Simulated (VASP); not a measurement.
# CdS (R-3m) in VASP: a series of runs

Aim: see how the results for CdS move with the level of theory and the settings. Levels: r2SCAN, HSE06. Tasks: single point.

Everything below comes from runs of VASP 6.6.1. Logs are shortened: lines on timing, memory, paths and dates and some standing lists are left out, and cuts for length are marked.

### Step 1. The cell of the first run

The structure is trigonal, space group R-3m (No. 166). Conventional cell: a = 3.856 Å, b = 3.856 Å, c = 8.888 Å, α = 90.00°, β = 90.00°, γ = 120.00°. Cd (site symmetry -3m) has 6 S at 2.67 Å within 3.5 Å. S (site symmetry -3m) has 6 Cd at 2.67 Å within 3.5 Å.

### Step 2. Single point, r2SCAN (strain along [111] -5.9%)

File POSCAR:

```
CdS
1.0
   -0.1074349958      2.6193415484      2.6193415484
    2.6193415484     -0.1074349958      2.6193415484
    2.6193415484      2.6193415484     -0.1074349958
Cd S
1 1
Direct
    0.0000000000      0.0000000000      0.0000000000
    0.5000000000      0.5000000000      0.5000000000
```

File INCAR.step1:

```
SYSTEM = CdS
PREC     = Accurate       ! precision mode
ENCUT    = 520            ! plane-wave cutoff, eV
ISMEAR   = -1             ! smearing method
SIGMA    = 0.02           ! smearing width, eV
LREAL    = .FALSE.        ! projectors in reciprocal space
LASPH    = .TRUE.         ! aspherical terms in the spheres
NELM     = 60             ! most SCF steps
NBANDS   = 16             ! bands
GGA      = PE             ! functional
ALGO     = Normal         ! electronic algorithm
EDIFF    = 1E-4           ! SCF threshold, eV
LWAVE    = .TRUE.         ! write WAVECAR
LCHARG   = .FALSE.        ! write CHGCAR
```

File INCAR.step2:

```
SYSTEM = CdS
PREC     = Accurate       ! precision mode
ENCUT    = 520            ! plane-wave cutoff, eV
EDIFF    = 1E-7           ! SCF threshold, eV
ISMEAR   = -1             ! smearing method
SIGMA    = 0.02           ! smearing width, eV
LREAL    = .FALSE.        ! projectors in reciprocal space
LASPH    = .TRUE.         ! aspherical terms in the spheres
NELM     = 60             ! most SCF steps
ALGO     = Normal         ! electronic algorithm
ISIF     = 2              ! what is computed and relaxed
LWAVE    = .FALSE.        ! write WAVECAR
LCHARG   = .TRUE.         ! write CHGCAR
METAGGA  = R2SCAN         ! meta-GGA
LMIXTAU  = .TRUE.       
LELF     = .TRUE.         ! ELF
LVHAR    = .TRUE.       
NBANDS   = 16             ! bands
ISTART   = 1
```

File KPOINTS:

```
regular mesh
0
G
  8 8 8
  0 0 0
```

Potentials or basis: VASP PAW PBE potentials, release 64 (Cd, S).

Started as:

```bash
cat potpaw_PBE.64/Cd/POTCAR potpaw_PBE.64/S/POTCAR > POTCAR
cp INCAR.step1 INCAR
mpirun -np 1 vasp_std > vasp.out
cp INCAR.step2 INCAR
mpirun -np 1 vasp_std > vasp.out
```

OUTCAR:

```text
SYSTEM = CdS
   PREC = Accurate
   ENCUT = 520
   EDIFF = 1E-7
   ISMEAR = -1
   LREAL = .FALSE.
   LASPH = .TRUE.
   NELM = 60
   ISIF = 2
   METAGGA = R2SCAN
   ISTART = 1

 ion  position               nearest neighbor table
   1  0.000  0.000  0.000-   2 2.67   2 2.67   2 2.67   2 2.67   2 2.67   2 2.67
   2  0.500  0.500  0.500-   1 2.67   1 2.67   1 2.67   1 2.67   1 2.67   1 2.67

  LATTYP: Found a trigonal (rhomboedric) cell.
 ALAT       =     3.7058659680
 COS(alpha) =     0.4585982151

  Lattice vectors:

 A1 = (  -0.1074349958,   2.6193415484,   2.6193415484)
 A2 = (   2.6193415484,  -0.1074349958,   2.6193415484)
 A3 = (   2.6193415484,   2.6193415484,  -0.1074349958)

Analysis of symmetry for initial positions (statically):
=====================================================================
 Subroutine PRICEL returns:
 Original cell was already a primitive cell.

 Routine SETGRP: Setting up the symmetry group for a
 trigonal (rhombohedral) supercell.

 Subroutine GETGRP returns: Found 12 space group operations
 (whereof 12 operations were pure point group operations)
 out of a pool of 12 trial point group operations.

The static configuration has the point symmetry D_3d.

Analysis of symmetry for dynamics (positions and initial velocities):
=====================================================================
 Subroutine PRICEL returns:
 Original cell was already a primitive cell.

 Routine SETGRP: Setting up the symmetry group for a
 trigonal (rhombohedral) supercell.

 Subroutine GETGRP returns: Found 12 space group operations
 (whereof 12 operations were pure point group operations)
 out of a pool of 12 trial point group operations.

The dynamic configuration has the point symmetry D_3d.

 Subroutine INISYM returns: Found 12 space group operations
 (whereof 12 operations are pure point group operations),
 and found     1 'primitive' translations

----------------------------------------------------------------------------------------

                                     Primitive cell

  volume of cell :      38.1524

  direct lattice vectors                    reciprocal lattice vectors
    -0.107434996  2.619341548  2.619341548    -0.179527472  0.187205916  0.187205916
     2.619341548 -0.107434996  2.619341548     0.187205916 -0.179527472  0.187205916
     2.619341548  2.619341548 -0.107434996     0.187205916  0.187205916 -0.179527472

  length of vectors
     3.705865968  3.705865968  3.705865968     0.319878450  0.319878450  0.319878450

  position of ions in fractional coordinates (direct lattice)
     0.000000000  0.000000000  0.000000000
     0.500000000  0.500000000  0.500000000

  ion indices of the primitive-cell ions
   primitive index   ion index
                 1           1
                 2           2

----------------------------------------------------------------------------------------

 KPOINTS: regular mesh

Automatic generation of k-mesh.
 Grid dimensions read from file:
 generate k-points for:    8    8    8

 Generating k-lattice:

  Cartesian coordinates                     Fractional coordinates (reciprocal lattice)
    -0.022440934  0.023400739  0.023400739     0.125000000 -0.000000000 -0.000000000
     0.023400739 -0.022440934  0.023400739    -0.000000000  0.125000000 -0.000000000
     0.023400739  0.023400739 -0.022440934    -0.000000000 -0.000000000  0.125000000

  Length of vectors
     0.039984806  0.039984806  0.039984806

  Shift w.r.t. Gamma in fractional coordinates (k-lattice)
     0.000000000  0.000000000  0.000000000

 Subroutine IBZKPT returns following result:
 ===========================================

 Found     65 irreducible k-points:

 Following reciprocal coordinates:
            Coordinates               Weight
  0.000000  0.000000  0.000000      1.000000
  0.125000  0.000000  0.000000      6.000000
  0.250000  0.000000  0.000000      6.000000
  0.375000  0.000000 -0.000000      6.000000
  0.500000  0.000000  0.000000      3.000000
  0.125000  0.125000 -0.000000      6.000000
[... 16 lines left out ...]
  0.250000  0.125000  0.125000      6.000000
  0.375000  0.125000  0.125000      6.000000
 [... further k-points ...]
   k-points           NKPTS =     65   k-points in BZ     NKDIM =     65   number of bands    NBANDS=     16
   number of dos      NEDOS =    301   number of ions     NIONS =      2
   total plane-waves  NPLWV =  21952
   dimension x,y,z NGX =    28 NGY =   28 NGZ =   28
   dimension x,y,z NGXF=    56 NGYF=   56 NGZF=   56
   ions per type =               1   1
   NGX,Y,Z   is equivalent  to a cutoff of  12.56, 12.56, 12.56 a.u.
   NGXF,Y,Z  is equivalent  to a cutoff of  25.12, 25.12, 25.12 a.u.
 SYSTEM =  CdS
   PREC   = accura    normal or accurate (medium, high low for compatibility)
   ISTART =      1    job   : 0-new  1-cont  2-samecut
   ICHARG =      0    charge: 1-file 2-atom 10-const
   ISPIN  =      1    spin polarized calculation?
   LNONCOLLINEAR =      F non collinear calculations
   LSORBIT =      F    spin-orbit coupling
   LASPH  =      T    aspherical Exc in radial PAW
   ENCUT  =  520.0 eV  38.22 Ry    6.18 a.u.   6.89  6.89  6.89*2*pi/ulx,y,z
   NELM   =     60;   NELMIN=  2; NELMDL=  0     # of ELM steps
   EDIFF  = 0.1E-06   stopping-criterion for ELM
   LREAL  =      F    real-space projection
   EDIFFG = 0.1E-05   stopping-criterion for IOM
   NSW    =      0    number of steps for IOM
   IBRION =     -1    ionic relax: 0-MD 1-quasi-New 2-CG
   NFREE  =      0    steps in history (QN), initial steepest desc. (CG)
   ISIF   =      2    stress and relaxation
   ISYM   =      2    0-nonsym 1-usesym 2-fastsym
   POTIM  = 0.5000    time-step for ionic-motion
   TEBEG  =    0.0;   TEEND  =   0.0 temperature during run
   PSTRESS=    0.0 pullay stress
   NELECT =      18.0000    total number of electrons
   NUPDOWN=      -1.0000    fix difference up-down
   EMIN   =  10.00;   EMAX   =-10.00  energy-range for DOS
   EFERMI =   0.00;   METHOD = LEGACY
   ISMEAR =    -1;   SIGMA  =   0.02  broadening in eV -4-tet -1-fermi 0-gaus
   EFERMI_NEDOS =   21; number of points for ismear=-14 and -15
   IALGO  =     38    algorithm
   IMIX   =      4    mixing-type and parameters
     AMIX     =   0.40;   BMIX     =  1.00
     AMIX_MAG =   1.60;   BMIX_MAG =  1.00
  volume/ion in A,a.u.               =      19.08       128.73
  Fermi-wavevector in a.u.,A,eV,Ry     =   1.274456  2.408373 22.099113  1.624239
  Thomas-Fermi vector in A             =   2.407223
   LORBIT       =      0    0 simple, 1 ext, 2 COOP (PROOUT), +10 PAW based schemes
   METAGGA = R2SCAN    functional components
   LHFCALC =     F    Hartree Fock is set to
   AEXX    =    0.0000 exact exchange contribution
   IVDW    =     0    specifies the selected vdW correction
   LEPSILON=     F    determine dielectric tensor
   LRPA    =     F    only Hartree local field effects (RPA)
 non-spin polarized calculation
  energy-cutoff  :      520.00
  volume of cell :       38.15
 maximum number of plane-waves:      1044
   NGX = 13   NGY = 13   NGZ = 13

 number of electron      18.0000007 magnetization

 Free energy of the ion-electron system (eV)
  ---------------------------------------------------
  ext. energy  EPLUGINS =         0.00000000
  ---------------------------------------------------
  free energy    TOTEN  =       -29.45391474 eV

  energy without entropy =      -29.45391473  energy(sigma->0) =      -29.45391474

 E-fermi :   3.8029     XC(G=0): -11.3359

 val. band max:        3.4972260179   @ k =   0.5000   0.0000   0.0000
 cond. band min:       4.1034572971   @ k =   0.5000   0.5000  -0.0000
 fundamental gap:      0.6062312792
 Fermi energy:         3.8028589111

 k-point     1 :       0.0000    0.0000    0.0000
  band No.  band energies     occupation
      1     -10.4163      2.00000
      2      -4.6645      2.00000
      3      -4.6645      2.00000
      4      -4.5969      2.00000
      5      -4.5969      2.00000
      6      -4.5907      2.00000
[... 8 lines left out ...]
     15      16.1583      0.00000
     16      16.1583      0.00000

 k-point     2 :       0.1250    0.0000    0.0000
  band No.  band energies     occupation
      1     -10.2664      2.00000
      2      -4.7180      2.00000
      3      -4.6838      2.00000
      4      -4.6372      2.00000
      5      -4.5788      2.00000
      6      -4.5679      2.00000
[... 8 lines left out ...]
     15      14.7472      0.00000
     16      15.8182      0.00000

 k-point     3 :       0.2500    0.0000    0.0000
  band No.  band energies     occupation
      1      -9.8619      2.00000
      2      -4.8661      2.00000
      3      -4.7872      2.00000
      4      -4.7219      2.00000
      5      -4.5076      2.00000
      6      -4.4891      2.00000
[... 8 lines left out ...]
     15      15.3270      0.00000
     16      15.5855      0.00000

 k-point     4 :       0.3750    0.0000   -0.0000
  band No.  band energies     occupation
      1      -9.3697      2.00000
      2      -5.0084      2.00000
      3      -4.9010      2.00000
      4      -4.8684      2.00000
      5      -4.4314      2.00000
      6      -4.4050      2.00000
[... 8 lines left out ...]
     15      15.8615      0.00000
     16      16.7757      0.00000
[... 324 lines left out ...]
 k-point    22 :       0.1250    0.1250    0.1250
  band No.  band energies     occupation
      1     -10.2470      2.00000
      2      -4.6804      2.00000
      3      -4.6804      2.00000
      4      -4.6138      2.00000
      5      -4.6110      2.00000
      6      -4.6110      2.00000
[... 8 lines left out ...]
     15      14.2755      0.00000
     16      15.2398      0.00000

 k-point    23 :       0.2500    0.1250    0.1250
  band No.  band energies     occupation
      1     -10.0084      2.00000
      2      -4.8239      2.00000
      3      -4.7200      2.00000
      4      -4.6566      2.00000
      5      -4.5778      2.00000
      6      -4.5059      2.00000
[... 8 lines left out ...]
     15      15.6950      0.00000
     16      16.6077      0.00000

 k-point    24 :       0.3750    0.1250    0.1250
  band No.  band energies     occupation
      1      -9.5899      2.00000
      2      -4.9635      2.00000
      3      -4.8372      2.00000
      4      -4.7079      2.00000
      5      -4.5048      2.00000
      6      -4.3896      2.00000
[... 8 lines left out ...]
     15      16.9216      0.00000
     16      17.6108      0.00000

 [... further k-points ...]

------------------------ aborting loop because EDIFF is reached ----------------------------------------

  FORCE on cell =-STRESS in cart. coord.  units (eV):
  Direction    XX          YY          ZZ          XY          YZ          ZX
  --------------------------------------------------------------------------------------
  -------------------------------------------------------------------------------------
  Total        1.5063748      1.5063748      1.5063748      0.3373207      0.3373207      0.3373207
  in kB       63.2588828     63.2588828     63.2588828     14.1654864     14.1654864     14.1654864
  external PRESSURE =      63.2588828 kB  Pullay stress =       0.0000000 kB

 VOLUME and BASIS-vectors are now :
 -----------------------------------------------------------------------------
  energy-cutoff  :      520.00
  volume of cell :       38.15
      direct lattice vectors                 reciprocal lattice vectors
    -0.107434996  2.619341548  2.619341548    -0.179527472  0.187205916  0.187205916
     2.619341548 -0.107434996  2.619341548     0.187205916 -0.179527472  0.187205916
     2.619341548  2.619341548 -0.107434996     0.187205916  0.187205916 -0.179527472

 POSITION                                       TOTAL-FORCE (eV/Angst)
 -----------------------------------------------------------------------------------
      0.00000      0.00000      0.00000         0.000000      0.000000      0.000000
      2.56562      2.56562      2.56562        -0.000000     -0.000000     -0.000000
 -----------------------------------------------------------------------------------
    total drift:                                0.000000      0.000000      0.000000

  FREE ENERGIE OF THE ION-ELECTRON SYSTEM (eV)
  ---------------------------------------------------
  free  energy   TOTEN  =       -29.4539147365 eV

  energy  without entropy=      -29.4539147342  energy(sigma->0) =      -29.45391474
```

Run time: 3.4 min. Hardware: 1 thread of Intel Xeon 8259CL, shared host; peak memory 0.19 GiB.

Results:

* Free energy: -29.4539 eV
* Pressure: 6.3 GPa
* Band gap on the k mesh: 0.61 eV (least direct gap 2.42 eV)

Stress tensor (GPa, compression positive):
```
6.33 1.42 1.42
1.42 6.33 1.42
1.42 1.42 6.33
```

Levels at points of the mesh, in eV from the valence-band top:
```csv
k point,band 6,band 7,band 8,band 9,band 10,band 11,band 12,band 13
"(0.00, 0.00, 0.00)",-8.09,-1.18,-1.18,-0.68,1.74,9.34,9.34,10.30
"(0.50, 0.00, 0.00)",-7.87,-5.42,-0.10,0.00,3.99,6.24,6.78,8.03
"(0.50, 0.50, 0.00)",-6.93,-4.90,-2.81,-2.32,0.61,6.26,10.89,12.53
"(0.50, 0.50, 0.50)",-7.85,-5.05,-0.25,-0.25,3.49,5.84,5.84,7.90
```

Caveat: the cell differs from its parent crystal (strain along [111] -5.9%); the cell stands under pressure; the PAW data sets were made with another functional, which shifts forces and pressure a little.

### Step 3. Single point, HSE06 (strain along [111] -5.9%)

POSCAR is that of step 2.

File INCAR.step1:

```
SYSTEM = CdS
  PREC = Accurate
  ENCUT = 520
  EDIFF = 1E-5
  ISMEAR = -1
  SIGMA = 0.02
  LREAL = .FALSE.
  LASPH = .TRUE.
  NELM = 80
  ALGO = Normal
  ISIF = 2
  LWAVE = .TRUE.
  LCHARG = .FALSE.
  NBANDS = 16
  GGA = PE
```

File INCAR.step2:

```
SYSTEM = CdS
  PREC = Accurate
  ENCUT = 520
  EDIFF = 1E-6
  ISMEAR = -1
  SIGMA = 0.02
  LREAL = .FALSE.
  LASPH = .TRUE.
  NELM = 80
  ALGO = Normal
  ISIF = 2
  LWAVE = .FALSE.
  LCHARG = .FALSE.
  GGA = PE
  LHFCALC = .TRUE.
  HFSCREEN = 0.2079
  PRECFOCK = Normal
  NBANDS = 16
  ISTART = 1
```

File KPOINTS:

```
Automatic mesh
0
G
  6 6 6
  0 0 0
```

Potentials or basis: VASP PAW PBE potentials, release 64 (Cd, S).

Started as:

```bash
cat potpaw_PBE.64/Cd/POTCAR potpaw_PBE.64/S/POTCAR > POTCAR
cp INCAR.step1 INCAR
mpirun -np 1 vasp_std > vasp.out
cp INCAR.step2 INCAR
mpirun -np 1 vasp_std > vasp.out
```

OUTCAR:

```text
SYSTEM = CdS
   PREC = Accurate
   ENCUT = 520
   EDIFF = 1E-6
   ISMEAR = -1
   LREAL = .FALSE.
   LASPH = .TRUE.
   NELM = 80
   ISIF = 2
   GGA = PE
   LHFCALC = .TRUE.
   HFSCREEN = 0.2079
   PRECFOCK = Normal
   ISTART = 1

 ion  position               nearest neighbor table
   1  0.000  0.000  0.000-   2 2.67   2 2.67   2 2.67   2 2.67   2 2.67   2 2.67
   2  0.500  0.500  0.500-   1 2.67   1 2.67   1 2.67   1 2.67   1 2.67   1 2.67

  LATTYP: Found a trigonal (rhomboedric) cell.
[... 655 lines left out ...]
------------------------ aborting loop because EDIFF is reached ----------------------------------------

  FORCE on cell =-STRESS in cart. coord.  units (eV):
  Direction    XX          YY          ZZ          XY          YZ          ZX
  --------------------------------------------------------------------------------------
  -------------------------------------------------------------------------------------
  Total        1.4576759      1.4576759      1.4576759      0.3336416      0.3336416      0.3336416
  in kB       61.2138124     61.2138124     61.2138124     14.0109840     14.0109840     14.0109840
  external PRESSURE =      61.2138124 kB  Pullay stress =       0.0000000 kB

 VOLUME and BASIS-vectors are now :
 -----------------------------------------------------------------------------
  energy-cutoff  :      520.00
  volume of cell :       38.15
      direct lattice vectors                 reciprocal lattice vectors
    -0.107434996  2.619341548  2.619341548    -0.179527472  0.187205916  0.187205916
     2.619341548 -0.107434996  2.619341548     0.187205916 -0.179527472  0.187205916
     2.619341548  2.619341548 -0.107434996     0.187205916  0.187205916 -0.179527472

 POSITION                                       TOTAL-FORCE (eV/Angst)
 -----------------------------------------------------------------------------------
      0.00000      0.00000      0.00000        -0.000000     -0.000000     -0.000000
      2.56562      2.56562      2.56562         0.000000      0.000000      0.000000
 -----------------------------------------------------------------------------------
    total drift:                                0.000002      0.000007      0.000004

  FREE ENERGIE OF THE ION-ELECTRON SYSTEM (eV)
  ---------------------------------------------------
  free  energy   TOTEN  =        -7.2813206438 eV

  energy  without entropy=       -7.2813206438  energy(sigma->0) =       -7.28132064
```

It took 2 h on 1 thread of Oxide Virtual Turin-like, shared host; peak memory 0.26 GiB.

Results:

- Free energy: -7.2813 eV
- Pressure: 6.1 GPa
- Band gap on the k mesh: 1.12 eV (least direct gap 2.83 eV)

Stress tensor (GPa, compression positive):
```
6.12 1.40 1.40
1.40 6.12 1.40
1.40 1.40 6.12
```

Caveat: the cell differs from its parent crystal (strain along [111] -5.9%); the cell stands under pressure; the PAW data sets were made with another functional, which shifts forces and pressure a little. A k mesh can miss the band edges.
